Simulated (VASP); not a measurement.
# KCdCO3F (P-6m2) in VASP: a series of runs, part 3 of 3

VASP 6.6.1. The steps go on from the part before.

## Step 6: Relaxation of cell and atoms, PBE

This run uses another cell than the first one, of 14.61 Å³/atom.

INCAR

```
ALGO = Normal
EDIFF = 1E-6
EDIFFG = -0.002
ENCUT = 600
GGA = PE
IBRION = 2
ISIF = 3
ISMEAR = 0
LASPH = T
LCHARG = F
LREAL = F
LWAVE = F
NELM = 80
NSW = 100
PREC = Accurate
SIGMA = 0.02
```

KPOINTS

```
k-points
0
Gamma
  6 6 6
```

POSCAR

```
KCdCO3F
1.0
    5.1330249308      0.0000000000      0.0000000000
   -2.5665124654      4.4453299883      0.0000000000
    0.0000000000      0.0000000000      4.4817547254
K Cd C O F
1 1 1 3 1
Direct
    0.0000000000      0.0000000000      0.0000000000
    0.6666666667      0.3333333333      0.5000000000
    0.3333333333      0.6666666667      0.5000000000
    0.1878797140      0.3757594280      0.5000000000
    0.1878797140      0.8121202860      0.5000000000
    0.6242405720      0.8121202860      0.5000000000
    0.6666666667      0.3333333333      0.0000000000
```

Potentials or basis: VASP PAW PBE potentials, release 64 (K_sv, Cd, C, O, F).

Run with:

```bash
$ cat potpaw_PBE.64/K_sv/POTCAR potpaw_PBE.64/Cd/POTCAR potpaw_PBE.64/C/POTCAR potpaw_PBE.64/O/POTCAR potpaw_PBE.64/F/POTCAR > POTCAR
$ mpirun -np 1 vasp_std > vasp.out
```

OUTCAR:

```text
EDIFF = 1E-6
   EDIFFG = -0.002
   ENCUT = 600
   GGA = PE
   IBRION = 2
   ISIF = 3
   ISMEAR = 0
   LASPH = T
   LREAL = F
   NELM = 80
   NSW = 100
   PREC = Accurate

 ion  position               nearest neighbor table
   1  0.000  0.000  0.000-   4 2.79   4 2.79   5 2.79   5 2.79   6 2.79   6 2.79   2 3.72   2 3.72
                             2 3.72   2 3.72   2 3.72   2 3.72
   2  0.667  0.333  0.500-   7 2.24   7 2.24   6 2.57   4 2.57   5 2.57   5 2.57   6 2.57   4 2.57
                             1 3.72   1 3.72   1 3.72   1 3.72   1 3.72   1 3.72
   3  0.333  0.667  0.500-   5 1.29   4 1.29   6 1.29
   4  0.188  0.376  0.500-   3 1.29   2 2.57   2 2.57   1 2.79   1 2.79
   5  0.188  0.812  0.500-   3 1.29   2 2.57   2 2.57   1 2.79   1 2.79
   6  0.624  0.812  0.500-   3 1.29   2 2.57   2 2.57   1 2.79   1 2.79
   7  0.667  0.333  0.000-   2 2.24   2 2.24

  LATTYP: Found a hexagonal cell.
 ALAT       =     5.1330249308
 C/A-ratio  =     0.8731215581

  Lattice vectors:

 A1 = (   5.1330249308,   0.0000000000,   0.0000000000)
 A2 = (  -2.5665124654,   4.4453299883,   0.0000000000)
 A3 = (   0.0000000000,   0.0000000000,   4.4817547254)

Analysis of symmetry for initial positions (statically):
=====================================================================
 Subroutine PRICEL returns:
 Original cell was already a primitive cell.

 Routine SETGRP: Setting up the symmetry group for a
 hexagonal supercell.

 Subroutine GETGRP returns: Found 12 space group operations
 (whereof 12 operations were pure point group operations)
 out of a pool of 24 trial point group operations.

The static configuration has the point symmetry D_3h.

Analysis of symmetry for dynamics (positions and initial velocities):
=====================================================================
 Subroutine PRICEL returns:
 Original cell was already a primitive cell.

 Routine SETGRP: Setting up the symmetry group for a
 hexagonal supercell.

 Subroutine GETGRP returns: Found 12 space group operations
 (whereof 12 operations were pure point group operations)
 out of a pool of 24 trial point group operations.

The dynamic configuration has the point symmetry D_3h.

 Subroutine INISYM returns: Found 12 space group operations
 (whereof 12 operations are pure point group operations),
 and found     1 'primitive' translations

----------------------------------------------------------------------------------------

                                     Primitive cell

  volume of cell :     102.2646

  direct lattice vectors                    reciprocal lattice vectors
     5.133024931  0.000000000  0.000000000     0.194816899  0.112477589  0.000000000
    -2.566512465  4.445329988  0.000000000     0.000000000  0.224955178  0.000000000
     0.000000000  0.000000000  4.481754725     0.000000000  0.000000000  0.223126891

  length of vectors
     5.133024931  5.133024931  4.481754725     0.224955178  0.224955178  0.223126891

  position of ions in fractional coordinates (direct lattice)
     0.000000000  0.000000000  0.000000000
     0.666666667  0.333333333  0.500000000
     0.333333333  0.666666667  0.500000000
     0.187879714  0.375759428  0.500000000
     0.187879714  0.812120286  0.500000000
     0.624240572  0.812120286  0.500000000
     0.666666667  0.333333333  0.000000000

[... 71 lines left out ...]
 SYSTEM =  unknown system
   PREC   = accura    normal or accurate (medium, high low for compatibility)
   ISTART =      0    job   : 0-new  1-cont  2-samecut
   ICHARG =      2    charge: 1-file 2-atom 10-const
   ISPIN  =      1    spin polarized calculation?
   LNONCOLLINEAR =      F non collinear calculations
   LSORBIT =      F    spin-orbit coupling
   LASPH  =      T    aspherical Exc in radial PAW
   ENCUT  =  600.0 eV  44.10 Ry    6.64 a.u.  10.25 10.25  8.95*2*pi/ulx,y,z
   NELM   =     80;   NELMIN=  2; NELMDL= -5     # of ELM steps
   EDIFF  = 0.1E-05   stopping-criterion for ELM
   LREAL  =      F    real-space projection
   EDIFFG = -.2E-02   stopping-criterion for IOM
   NSW    =    100    number of steps for IOM
   IBRION =      2    ionic relax: 0-MD 1-quasi-New 2-CG
   NFREE  =      1    steps in history (QN), initial steepest desc. (CG)
   ISIF   =      3    stress and relaxation
   ISYM   =      2    0-nonsym 1-usesym 2-fastsym
   POTIM  = 0.5000    time-step for ionic-motion
   TEBEG  =    0.0;   TEEND  =   0.0 temperature during run
   PSTRESS=    0.0 pullay stress
   NELECT =      50.0000    total number of electrons
   NUPDOWN=      -1.0000    fix difference up-down
   EMIN   =  10.00;   EMAX   =-10.00  energy-range for DOS
   EFERMI =   0.00;   METHOD = LEGACY
   ISMEAR =     0;   SIGMA  =   0.02  broadening in eV -4-tet -1-fermi 0-gaus
   EFERMI_NEDOS =   21; number of points for ismear=-14 and -15
   IALGO  =     38    algorithm
   IMIX   =      4    mixing-type and parameters
     AMIX     =   0.40;   BMIX     =  1.00
     AMIX_MAG =   1.60;   BMIX_MAG =  1.00
  volume/ion in A,a.u.               =      14.61        98.59
  Fermi-wavevector in a.u.,A,eV,Ry     =   1.289703  2.437185 22.631027  1.663334
  Thomas-Fermi vector in A             =   2.421580
   LORBIT       =      0    0 simple, 1 ext, 2 COOP (PROOUT), +10 PAW based schemes
   GGA     = PE    functional components
   LHFCALC =     F    Hartree Fock is set to
   AEXX    =    0.0000 exact exchange contribution
   IVDW    =     0    specifies the selected vdW correction
   LEPSILON=     F    determine dielectric tensor
   LRPA    =     F    only Hartree local field effects (RPA)
 conjugate gradient relaxation of ions
 non-spin polarized calculation
 Gauss-broadening in eV      SIGMA  =   0.02
  energy-cutoff  :      600.00
  volume of cell :      102.26
 maximum number of plane-waves:      3438
 NGX is ok and might be reduce to    42
   NGX = 21   NGY = 21   NGZ = 17

--------------------------------------- Ionic step        1  -------------------------------------------

 number of electron      49.9999999 magnetization

 Free energy of the ion-electron system (eV)
  ---------------------------------------------------
  ext. energy  EPLUGINS =         0.00000000
  ---------------------------------------------------
  free energy    TOTEN  =       -39.83620641 eV

  energy without entropy =      -39.83620641  energy(sigma->0) =      -39.83620641

------------------------ aborting loop because EDIFF is reached ----------------------------------------

  FORCE on cell =-STRESS in cart. coord.  units (eV):
  Direction    XX          YY          ZZ          XY          YZ          ZX
  --------------------------------------------------------------------------------------
  -------------------------------------------------------------------------------------
  Total        0.4852146      0.4852146      0.2298539      0.0000000     -0.0000000      0.0000000
  in kB        7.6018440      7.6018440      3.6011157      0.0000000     -0.0000000      0.0000000
  external PRESSURE =       6.2682679 kB  Pullay stress =       0.0000000 kB
[... 104 lines left out ...]
  FREE ENERGIE OF THE ION-ELECTRON SYSTEM (eV)
  ---------------------------------------------------
  free  energy   TOTEN  =       -39.8376993155 eV

  energy  without entropy=      -39.8376993155  energy(sigma->0) =      -39.83769932

[... ionic steps 4 to 9 ...]

--------------------------------------- Ionic step       10  -------------------------------------------

 number of electron      50.0000004 magnetization

------------------------ aborting loop because EDIFF is reached ----------------------------------------
[... 77 lines left out ...]
--------------------------------------- Ionic step       12  -------------------------------------------

 number of electron      50.0000004 magnetization

 Free energy of the ion-electron system (eV)
  ---------------------------------------------------
  ext. energy  EPLUGINS =         0.00000000
  ---------------------------------------------------
  free energy    TOTEN  =       -39.83805681 eV

  energy without entropy =      -39.83805681  energy(sigma->0) =      -39.83805681

 E-fermi :   0.0229     XC(G=0):  -9.2107

 val. band max:       -0.1094775879   @ k =   0.0000   0.0000   0.5000
 cond. band min:       1.6425616018   @ k =   0.0000   0.0000   0.0000
 fundamental gap:      1.7520391897
 Fermi energy:         0.0228575408

 k-point     1 :       0.0000    0.0000    0.0000
  band No.  band energies     occupation
      1     -27.8534      2.00000
      2     -21.8788      2.00000
      3     -21.6913      2.00000
      4     -18.6166      2.00000
      5     -18.6166      2.00000
      6     -11.4005      2.00000
[... 781 lines left out ...]
     29       8.0754      0.00000
     30       8.2807      0.00000

 [... further k-points ...]
[... 5 lines left out ...]
  --------------------------------------------------------------------------------------
  -------------------------------------------------------------------------------------
  Total       -0.0047329     -0.0047329     -0.0099797      0.0000000     -0.0000000      0.0000000
  in kB       -0.0738892     -0.0738892     -0.1558001      0.0000000     -0.0000000      0.0000000
  external PRESSURE =      -0.1011928 kB  Pullay stress =       0.0000000 kB
[... 22 lines left out ...]
  FREE ENERGIE OF THE ION-ELECTRON SYSTEM (eV)
  ---------------------------------------------------
  free  energy   TOTEN  =       -39.8380568116 eV

  energy  without entropy=      -39.8380568116  energy(sigma->0) =      -39.83805681

 reached required accuracy - stopping structural energy minimisation
```

It took 4.4 min on 1 thread of AMD EPYC 9R45 (Zen 5), shared host; peak memory 0.3 GiB.

Results:

```
Free energy                           : -39.8381 eV
Relaxed volume                        : 14.66 Å³/atom
Relaxed cell                          : a = 5.132 Å, b = 5.132 Å, c = 4.500 Å, α = 90.00°, β = 90.00°, γ = 120.00°
Space group after relaxing (to 0.1 Å) : P-6m2 (No. 187)
Energy gained by relaxing             : 0.3 meV/atom
Ionic steps                           : 12
Pressure after relaxing               : 0.0 GPa
Band gap on the k mesh                : 1.75 eV
```

Step by step:
```tsv
step	energy change (eV)	largest force (eV/Å)	pressure (GPa)	volume (Å³)
1	0.0000	0.2486	0.63	102.26
2	0.0132	0.7693	-1.59	103.11
3	-0.0015	0.0052	0.07	102.47
4	-0.0015	0.0003	0.07	102.46
5	-0.0017	0.0049	0.04	102.55
6	-0.0018	0.0154	-0.05	102.73
7	-0.0018	0.0202	-0.08	102.69
8	-0.0018	0.0154	-0.07	102.70
9	-0.0018	0.0032	-0.02	102.64
10	-0.0018	0.0046	0.01	102.61
11	-0.0019	0.0031	0.01	102.61
12	-0.0019	0.0002	-0.01	102.63
```

Final structure:
```cif
data_structure
_symmetry_space_group_name_H-M 'P 1'
_symmetry_Int_Tables_number 1
_cell_length_a 5.1318
_cell_length_b 5.1318
_cell_length_c 4.4998
_cell_angle_alpha 90.000
_cell_angle_beta 90.000
_cell_angle_gamma 120.000
_cell_volume 102.63
loop_
_atom_site_label
_atom_site_type_symbol
_atom_site_fract_x
_atom_site_fract_y
_atom_site_fract_z
_atom_site_occupancy
K1 K 0.00000 0.00000 0.00000 1
Cd1 Cd 0.66667 0.33333 0.50000 1
C1 C 0.33333 0.66667 0.50000 1
O1 O 0.18742 0.37484 0.50000 1
O2 O 0.18742 0.81258 0.50000 1
O3 O 0.62516 0.81258 0.50000 1
F1 F 0.66667 0.33333 0.00000 1
```

A k mesh can miss the band edges. As with any semilocal functional, this PBE gap is likely too small.

## Step 7: The runs side by side

| task | cell | k mesh | cutoff (eV) | smearing | gap on the mesh (eV) | pressure (GPa) | relaxed volume (Å³/atom) | largest force (eV/Å) |
| --- | --- | --- | --- | --- | --- | --- | --- | --- |
| single point | a = 5.132, b = 5.132, c = 4.432 Å, angles 90.0, 90.0, 120.0°, 7 atoms, atomic positions A | 6 × 6 × 4 | 520 | gaussian 0.1 eV | 1.69 | 7.0 | - | 3.45 |
| single point | a = 5.133, b = 5.133, c = 4.482 Å, angles 90.0, 90.0, 120.0°, 7 atoms, atomic positions B | 6 × 6 × 4 | 520 | gaussian 0.1 eV | 1.76 | 0.8 | - | 0.25 |
| single point | a = 5.132, b = 5.132, c = 4.489 Å, angles 90.0, 90.0, 120.0°, 7 atoms, atomic positions B | 6 × 6 × 6 | 520 | gaussian 0.02 eV | 1.75 | 0.7 | - | 0.26 |
| relaxation of cell and atoms | relaxed from a = 5.132, b = 5.132, c = 4.432 Å, angles 90.0, 90.0, 120.0°, 7 atoms, atomic positions A | 6 × 6 × 4 | 600 | gaussian 0.1 eV | 1.73 | -0.1 | 14.71 | 0.04 |
| relaxation of cell and atoms | relaxed from a = 5.133, b = 5.133, c = 4.482 Å, angles 90.0, 90.0, 120.0°, 7 atoms, atomic positions B | 6 × 6 × 6 | 600 | gaussian 0.02 eV | 1.75 | 0.0 | 14.66 | - |

Alike in all rows: level PBE; potentials or basis VASP PAW PBE potentials, release 64 (K_sv, Cd, C, O, F); no spin polarisation.

Caveats: the stress differs along the axes, from 1 to 10 GPa (at least some runs); forces of over 1 eV/Å act on the atoms, so gaps and moduli don't describe the material at rest (at least some runs); the relaxation stopped at a loose force limit of 0.05 eV/Å, so its end isn't a converged minimum (at least some runs).

Total energies depend on the potentials used, so only differences within one code and one set of settings carry meaning.
